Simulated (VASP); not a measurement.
# Sc2As3Se3 (R-3m) in VASP: single point with PBE

Aim: the single point of Sc2As3Se3 with PBE.

Program: VASP 6.6.1. These are calculated values, not measurements. Logs are shortened: lines on timing, memory, paths and dates and some standing lists are left out, and cuts for length are marked.

### 1 The cell of the first run

Symmetry: R-3m, No. 166, trigonal system. Conventional cell: a = 5.239 Å, b = 5.239 Å, c = 23.363 Å, α = 90.00°, β = 90.00°, γ = 120.00°. Within 3.5 Å of Sc (site symmetry 3m) lie 7 As at 2.64 to 3.40 Å and 3 Se at 2.80 Å. Within 4.2 Å of As (site symmetry -3m) lie 6 As at 3.22 Å and 6 Sc at 3.40 Å and 6 Se at 4.18 Å. As (site symmetry 3m) has 4 Sc at 2.64 to 3.06 Å and 3 As at 3.22 Å within 3.5 Å. Within 3.5 Å of Se (site symmetry 2/m) lie 4 Se at 2.62 Å and 2 Sc at 2.80 Å.

The cell was built from a structure type or drawn by symmetry, and may not be a known phase.

### 2 Single point, PBE

INCAR reads:

```
SYSTEM = Sc2As3Se3
  PREC = Accurate
  ENCUT = 520
  EDIFF = 1E-7
  ISMEAR = 0
  SIGMA = 0.2
  LREAL = .FALSE.
  LASPH = .TRUE.
  NELM = 80
  ALGO = Normal
  ISIF = 2
  LWAVE = .FALSE.
  LCHARG = .FALSE.
  GGA = PE
  NBANDS = 38
```

KPOINTS reads:

```
regular mesh
0
G
  3 3 3
  0 0 0
```

POSCAR reads:

```
Sc2As3Se3
1.0
    2.6196030288      1.5124285119      7.7877974350
   -2.6196030288      1.5124285119      7.7877974350
    0.0000000000     -3.0248570296      7.7877974339
Sc As Se
2 3 3
Direct
    0.2327246479      0.2327246479      0.2327246479
    0.7672753521      0.7672753521      0.7672753521
    0.5000000000      0.5000000000      0.5000000000
    0.1197481215      0.1197481215      0.1197481215
    0.8802518785      0.8802518785      0.8802518785
    0.5000000000      0.5000000000      0.0000000000
    0.0000000000      0.5000000000      0.5000000000
    0.5000000000      0.0000000000      0.5000000000
```

Potentials or basis: VASP PAW PBE potentials, release 64 (Sc_sv, As, Se).

On the command line:

```console
cat potpaw_PBE.64/Sc_sv/POTCAR potpaw_PBE.64/As/POTCAR potpaw_PBE.64/Se/POTCAR > POTCAR
mpirun -np 1 vasp_std > vasp.out
```

OUTCAR:

```text
SYSTEM = Sc2As3Se3
   PREC = Accurate
   ENCUT = 520
   EDIFF = 1E-7
   ISMEAR = 0
   LREAL = .FALSE.
   LASPH = .TRUE.
   NELM = 80
   ISIF = 2
   GGA = PE

 ion  position               nearest neighbor table
   1  0.233  0.233  0.233-   4 2.64   6 2.80   7 2.80   8 2.80   5 3.06   5 3.06   5 3.06
   2  0.767  0.767  0.767-   5 2.64   6 2.80   7 2.80   8 2.80   4 3.06   4 3.06   4 3.06
   3  0.500  0.500  0.500-
   4  0.120  0.120  0.120-   1 2.64   2 3.06   2 3.06   2 3.06
   5  0.880  0.880  0.880-   2 2.64   1 3.06   1 3.06   1 3.06
   6  0.500  0.500  0.000-   7 2.62   8 2.62   8 2.62   7 2.62   1 2.80   2 2.80
   7  0.000  0.500  0.500-   6 2.62   6 2.62   8 2.62   8 2.62   1 2.80   2 2.80
   8  0.500  0.000  0.500-   6 2.62   6 2.62   7 2.62   7 2.62   1 2.80   2 2.80

  LATTYP: Found a trigonal (rhomboedric) cell.
 ALAT       =     8.3546124339
 COS(alpha) =     0.8033706482

  Lattice vectors:

 A1 = (   2.6196030288,   1.5124285119,   7.7877974350)
 A2 = (  -2.6196030288,   1.5124285119,   7.7877974350)
 A3 = (   0.0000000000,  -3.0248570296,   7.7877974339)

Analysis of symmetry for initial positions (statically):
=====================================================================
 Subroutine PRICEL returns:
 Original cell was already a primitive cell.

 Routine SETGRP: Setting up the symmetry group for a
 trigonal (rhombohedral) supercell.

 Subroutine GETGRP returns: Found 12 space group operations
 (whereof 12 operations were pure point group operations)
 out of a pool of 12 trial point group operations.

The static configuration has the point symmetry D_3d.

Analysis of symmetry for dynamics (positions and initial velocities):
=====================================================================
 Subroutine PRICEL returns:
 Original cell was already a primitive cell.

 Routine SETGRP: Setting up the symmetry group for a
 trigonal (rhombohedral) supercell.

 Subroutine GETGRP returns: Found 12 space group operations
 (whereof 12 operations were pure point group operations)
 out of a pool of 12 trial point group operations.

The dynamic configuration has the point symmetry D_3d.

 Subroutine INISYM returns: Found 12 space group operations
 (whereof 12 operations are pure point group operations),
 and found     1 'primitive' translations

----------------------------------------------------------------------------------------

                                     Primitive cell

  volume of cell :     185.1298

  direct lattice vectors                    reciprocal lattice vectors
     2.619603029  1.512428512  7.787797435     0.190868614  0.110198046  0.042802004
    -2.619603029  1.512428512  7.787797435    -0.190868614  0.110198046  0.042802004
     0.000000000 -3.024857030  7.787797434     0.000000000 -0.220396092  0.042802003

  length of vectors
     8.354612434  8.354612434  8.354612434     0.224513805  0.224513805  0.224513805

  position of ions in fractional coordinates (direct lattice)
     0.232724648  0.232724648  0.232724648
     0.767275352  0.767275352  0.767275352
     0.500000000  0.500000000  0.500000000
     0.119748122  0.119748122  0.119748122
     0.880251878  0.880251878  0.880251878
     0.500000000  0.500000000  0.000000000
     0.000000000  0.500000000  0.500000000
     0.500000000  0.000000000  0.500000000

  ion indices of the primitive-cell ions
   primitive index   ion index
                 1           1
                 2           2
                 3           3
                 4           4
                 5           5
                 6           6
                 7           7
                 8           8

----------------------------------------------------------------------------------------

 KPOINTS: regular mesh

Automatic generation of k-mesh.
 Grid dimensions read from file:
 generate k-points for:    3    3    3

 Generating k-lattice:

  Cartesian coordinates                     Fractional coordinates (reciprocal lattice)
     0.063622871  0.036732682  0.014267335     0.333333333  0.000000000  0.000000000
    -0.063622871  0.036732682  0.014267335     0.000000000  0.333333333  0.000000000
     0.000000000 -0.073465364  0.014267334     0.000000000  0.000000000  0.333333333

  Length of vectors
     0.074837935  0.074837935  0.074837935

  Shift w.r.t. Gamma in fractional coordinates (k-lattice)
     0.000000000  0.000000000  0.000000000

 Subroutine IBZKPT returns following result:
 ===========================================

 Found      6 irreducible k-points:

 Following reciprocal coordinates:
            Coordinates               Weight
  0.000000  0.000000  0.000000      1.000000
  0.333333 -0.000000 -0.000000      6.000000
  0.333333  0.333333 -0.000000      6.000000
 -0.333333  0.333333  0.000000      6.000000
  0.333333  0.333333  0.333333      2.000000
 -0.333333  0.333333  0.333333      6.000000
   k-points           NKPTS =      6   k-points in BZ     NKDIM =      6   number of bands    NBANDS=     38
   number of dos      NEDOS =    301   number of ions     NIONS =      8
   total plane-waves  NPLWV = 262144
   dimension x,y,z NGX =    64 NGY =   64 NGZ =   64
   dimension x,y,z NGXF=   128 NGYF=  128 NGZF=  128
   ions per type =               2   3   3
   NGX,Y,Z   is equivalent  to a cutoff of  12.74, 12.74, 12.74 a.u.
   NGXF,Y,Z  is equivalent  to a cutoff of  25.47, 25.47, 25.47 a.u.
 SYSTEM =  Sc2As3Se3
   PREC   = accura    normal or accurate (medium, high low for compatibility)
   ISTART =      0    job   : 0-new  1-cont  2-samecut
   ICHARG =      2    charge: 1-file 2-atom 10-const
   ISPIN  =      1    spin polarized calculation?
   LNONCOLLINEAR =      F non collinear calculations
   LSORBIT =      F    spin-orbit coupling
   LASPH  =      T    aspherical Exc in radial PAW
   ENCUT  =  520.0 eV  38.22 Ry    6.18 a.u.  15.53 15.53 15.53*2*pi/ulx,y,z
   NELM   =     80;   NELMIN=  2; NELMDL= -5     # of ELM steps
   EDIFF  = 0.1E-06   stopping-criterion for ELM
   LREAL  =      F    real-space projection
   EDIFFG = 0.1E-05   stopping-criterion for IOM
   NSW    =      0    number of steps for IOM
   IBRION =     -1    ionic relax: 0-MD 1-quasi-New 2-CG
   NFREE  =      0    steps in history (QN), initial steepest desc. (CG)
   ISIF   =      2    stress and relaxation
   ISYM   =      2    0-nonsym 1-usesym 2-fastsym
   POTIM  = 0.5000    time-step for ionic-motion
   TEBEG  =    0.0;   TEEND  =   0.0 temperature during run
   PSTRESS=    0.0 pullay stress
   NELECT =      55.0000    total number of electrons
   NUPDOWN=      -1.0000    fix difference up-down
   EMIN   =  10.00;   EMAX   =-10.00  energy-range for DOS
   EFERMI =   0.00;   METHOD = LEGACY
   ISMEAR =     0;   SIGMA  =   0.20  broadening in eV -4-tet -1-fermi 0-gaus
   EFERMI_NEDOS =   21; number of points for ismear=-14 and -15
   IALGO  =     38    algorithm
   IMIX   =      4    mixing-type and parameters
     AMIX     =   0.40;   BMIX     =  1.00
     AMIX_MAG =   1.60;   BMIX_MAG =  1.00
  volume/ion in A,a.u.               =      23.14       156.16
  Fermi-wavevector in a.u.,A,eV,Ry     =   1.092371  2.064283 16.235495  1.193275
  Thomas-Fermi vector in A             =   2.228636
   LORBIT       =      0    0 simple, 1 ext, 2 COOP (PROOUT), +10 PAW based schemes
   GGA     = PE    functional components
   LHFCALC =     F    Hartree Fock is set to
   AEXX    =    0.0000 exact exchange contribution
   IVDW    =     0    specifies the selected vdW correction
   LEPSILON=     F    determine dielectric tensor
   LRPA    =     F    only Hartree local field effects (RPA)
 non-spin polarized calculation
 Gauss-broadening in eV      SIGMA  =   0.20
  energy-cutoff  :      520.00
  volume of cell :      185.13
 maximum number of plane-waves:      5000
 NGX is ok and might be reduce to    64
   NGX = 31   NGY = 31   NGZ = 31

 number of electron      55.0000004 magnetization

 Free energy of the ion-electron system (eV)
  ---------------------------------------------------
  ext. energy  EPLUGINS =         0.00000000
  ---------------------------------------------------
  free energy    TOTEN  =       -38.62155800 eV

  energy without entropy =      -38.48653865  energy(sigma->0) =      -38.55404833

 E-fermi :   4.2307     XC(G=0):  -9.7664

 val. band max:        4.1259071210   @ k =   0.3333   0.3333  -0.0000
 cond. band min:       4.2707570301   @ k =  -0.3333   0.3333   0.0000
 fundamental gap:      0.1448499090
 Fermi energy:         4.2307132572

 k-point     1 :       0.0000    0.0000    0.0000
  band No.  band energies     occupation
      1     -45.6147      2.00000
      2     -45.6140      2.00000
      3     -24.2869      2.00000
      4     -24.2869      2.00000
      5     -24.2831      2.00000
      6     -24.2831      2.00000
[... 30 lines left out ...]
     37       7.3398      0.00000
     38       7.3409      0.00000

 k-point     2 :       0.3333   -0.0000   -0.0000
  band No.  band energies     occupation
      1     -45.6145      2.00000
      2     -45.6141      2.00000
      3     -24.2880      2.00000
      4     -24.2874      2.00000
      5     -24.2854      2.00000
      6     -24.2834      2.00000
[... 30 lines left out ...]
     37       7.0307      0.00000
     38       7.2762      0.00000

 k-point     3 :       0.3333    0.3333   -0.0000
  band No.  band energies     occupation
      1     -45.6145      2.00000
      2     -45.6141      2.00000
      3     -24.2879      2.00000
      4     -24.2877      2.00000
      5     -24.2855      2.00000
      6     -24.2830      2.00000
[... 30 lines left out ...]
     37       7.1066      0.00000
     38       7.2361      0.00000

 k-point     4 :      -0.3333    0.3333    0.0000
  band No.  band energies     occupation
      1     -45.6143      2.00000
      2     -45.6143      2.00000
      3     -24.2889      2.00000
      4     -24.2871      2.00000
      5     -24.2866      2.00000
      6     -24.2837      2.00000
[... 30 lines left out ...]
     37       6.5363      0.00000
     38       6.6595      0.00000

 k-point     5 :       0.3333    0.3333    0.3333
  band No.  band energies     occupation
      1     -45.6147      2.00000
      2     -45.6140      2.00000
      3     -24.2866      2.00000
      4     -24.2866      2.00000
      5     -24.2834      2.00000
      6     -24.2834      2.00000
[... 30 lines left out ...]
     37       7.4308      0.00000
     38       7.4313      0.00000

 k-point     6 :      -0.3333    0.3333    0.3333
  band No.  band energies     occupation
      1     -45.6145      2.00000
      2     -45.6141      2.00000
      3     -24.2882      2.00000
      4     -24.2875      2.00000
      5     -24.2853      2.00000
      6     -24.2833      2.00000
[... 30 lines left out ...]
     37       6.9349      0.00000
     38       7.0847      0.00000

------------------------ aborting loop because EDIFF is reached ----------------------------------------

  FORCE on cell =-STRESS in cart. coord.  units (eV):
  Direction    XX          YY          ZZ          XY          YZ          ZX
  --------------------------------------------------------------------------------------
  -------------------------------------------------------------------------------------
  Total        0.3562214      0.3562214      0.3057971     -0.0000000      0.0000000     -0.0000000
  in kB        3.0828642      3.0828642      2.6464744     -0.0000000      0.0000000     -0.0000000
  external PRESSURE =       2.9374010 kB  Pullay stress =       0.0000000 kB

 VOLUME and BASIS-vectors are now :
 -----------------------------------------------------------------------------
  energy-cutoff  :      520.00
  volume of cell :      185.13
      direct lattice vectors                 reciprocal lattice vectors
     2.619603029  1.512428512  7.787797435     0.190868614  0.110198046  0.042802004
    -2.619603029  1.512428512  7.787797435    -0.190868614  0.110198046  0.042802004
     0.000000000 -3.024857030  7.787797434     0.000000000 -0.220396092  0.042802003

 POSITION                                       TOTAL-FORCE (eV/Angst)
 -----------------------------------------------------------------------------------
      0.00000     -0.00000      5.43724         0.000000      0.000000     -0.022181
      0.00000     -0.00000     17.92616         0.000000     -0.000000      0.022181
      0.00000     -0.00000     11.68170         0.000000      0.000000      0.000000
      0.00000     -0.00000      2.79772         0.000000      0.000000     -0.011822
      0.00000     -0.00000     20.56567         0.000000     -0.000000      0.011822
      0.00000      1.51243      7.78780         0.000000      0.000000      0.000000
     -1.30980     -0.75621      7.78780        -0.000000      0.000000      0.000000
      1.30980     -0.75621      7.78780        -0.000000      0.000000     -0.000000
 -----------------------------------------------------------------------------------
    total drift:                                0.000000      0.000000     -0.000000

  FREE ENERGIE OF THE ION-ELECTRON SYSTEM (eV)
  ---------------------------------------------------
  free  energy   TOTEN  =       -38.6215580033 eV

  energy  without entropy=      -38.4865386510  energy(sigma->0) =      -38.55404833
```

Wall time 3.7 min (1 thread of Intel Xeon 8259CL, shared host); peak memory 0.57 GiB.

What came out:

```yaml
Free_energy: -38.6216 eV
Pressure: 0.3 GPa
Largest_force: 0.022 eV/Å
Band_gap_on_the_k_mesh: zero (an odd number of electrons rules out a gap without spin polarisation)
```

Forces in eV/Å, atoms in the order of the input:
```
Sc   0.000  0.000 -0.022
Sc   0.000  0.000  0.022
As   0.000  0.000  0.000
As   0.000  0.000 -0.012
As   0.000  0.000  0.012
Se   0.000  0.000  0.000
Se   0.000  0.000  0.000
Se   0.000  0.000  0.000
```

Caveat: the k points lie up to 0.47 Å⁻¹ apart, too coarse for converged energies and pressures of a metal.
